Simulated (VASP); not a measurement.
Here is a VASP 6.6.1 calculation.

File INCAR:

```
SYSTEM = Ti
PREC = Accurate
ENCUT = 600
EDIFF = 1E-7
ISMEAR = 0
SIGMA = 0.1
LREAL = .FALSE.
LASPH = .TRUE.
NELM = 60
ALGO = Fast
ISIF = 3
LWAVE = .FALSE.
LCHARG = .FALSE.
GGA = PS
IBRION = 2
NSW = 70
EDIFFG = -0.008
PSTRESS = 150.0
```

File KPOINTS:

```
Automatic mesh
0
G
  18 18 18
  0 0 0
```

Contents of POSCAR:

```
Ti
1.0
    0.0000000000      1.9542348285      1.9542348285
    1.9542348285      0.0000000000      1.9542348285
    1.9542348285      1.9542348285      0.0000000000
Ti
1
Direct
    0.0000000000      0.0000000000      0.0000000000
```

Potentials or basis: VASP PAW PBE potentials, release 64 (Ti_sv).

Run with:

```console
$ cat potpaw_PBE.64/Ti_sv/POTCAR > POTCAR
$ mpirun -np 1 vasp_std > vasp.out
```

**Question.** Estimate the band gap on the k mesh.

**Answer.** Zero (bands 6 and 7 overlap by 1.53 eV).

**Question.** What does it give for the relaxed cell?

**Answer.** a = 2.762 Å, b = 2.762 Å, c = 2.762 Å, α = 60.00°, β = 60.00°, γ = 60.00°.

The path:
```tsv
step	energy change (eV)	largest force (eV/Å)	pressure (GPa)	volume (Å³)
1	0.0000	0.0000	14.68	14.93
2	0.0060	0.0000	15.29	14.86
3	0.0023	0.0000	14.98	14.90
```

Caveat: the cell is relaxed towards a set pressure, so the run minimises the enthalpy, not the energy; the PAW data sets were made with another functional, which shifts forces and pressure a little.
